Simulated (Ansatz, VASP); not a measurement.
La3O2 in VASP and in Ansatz

File INCAR:

```
PREC = Accurate ; ENCUT = 600
EDIFF = 1E-7 ; ISMEAR = 0
SIGMA = 0.1 ; LREAL = False
LASPH = True ; NELM = 100
ALGO = Normal ; ISIF = 3
LWAVE = False ; LCHARG = False
GGA = PE ; IBRION = 2
NSW = 100 ; EDIFFG = -0.01
```

Contents of KPOINTS:

```
regular mesh
0
Gamma
  6 6 6
```

File POSCAR:

```
La3O2
1.0
    3.9579646135      2.2851319350      3.3779847815
   -3.9579646135      2.2851319350      3.3779847815
    0.0000000000     -4.5702638701      3.3779847815
La O
3 2
Direct
    0.0000000000      0.5000000000      0.0000000000
    0.0000000000      0.0000000000      0.5000000000
    0.5000000000      0.0000000000      0.0000000000
    0.8327028033      0.8327028033      0.8327028033
    0.1672971967      0.1672971967      0.1672971967
```

Input for Ansatz:

```yaml
crystal:
  lattice:
    - [3.9579646135, 2.285131935, 3.3779847815]
    - [-3.9579646135, 2.285131935, 3.3779847815]
    - [0.0, -4.5702638701, 3.3779847815]
  atoms:
    - { symbol: La, position: [0.0, 0.5, 0.0] }
    - { symbol: La, position: [0.0, 0.0, 0.5] }
    - { symbol: La, position: [0.5, 0.0, 0.0] }
    - { symbol: O, position: [0.8327028033, 0.8327028033, 0.8327028033] }
    - { symbol: O, position: [0.1672971967, 0.1672971967, 0.1672971967] }
basis:
  ecutwfc: 420
kpoints:
  mp_grid: { grid: [6, 6, 6] }
hamiltonian:
  xc: pbe
scf:
  occupations: { method: gaussian, width: 0.1 }
output:
  forces: true
  stress: true
  eigenvalues: true
  write_density: true
  write_potential: true
  elf: true
  volumetric_format: npy
relax:
  adjacent_minimum: "off"
  f_tol: 0.01
  max_steps: 80
  cell: { stress_tol: 0.05 }
```

Change from the starting cell: species swapped into the Br2Cl3 type (R-3m, No. 166).

Alike in both runs: task relaxation of cell and atoms; functional PBE; k mesh 6 × 6 × 6; occupations gaussian, width 0.1 eV; no spin polarisation.

```csv
,VASP,Ansatz
version,VASP 6.6.1,Ansatz 0.2.0
potentials or method,"VASP PAW PBE potentials, release 64 (La, O), cutoff 600 eV","scalar-relativistic, plane waves, PAW"
valence electrons in the cell,45,45
```

```tsv
	VASP	Ansatz	Ansatz less VASP
gap on the k mesh at the Fermi level, each at its own relaxed structure (eV)	none	none	-
relaxed volume (Å³/atom)	36.91	37.03	+0.114
relaxed cell length with the largest relative difference (Å)	5.697	5.703	+0.0060
```

A gap of «none» marks a metal or a gap that the smearing closes.

Spin-orbit coupling is off throughout.
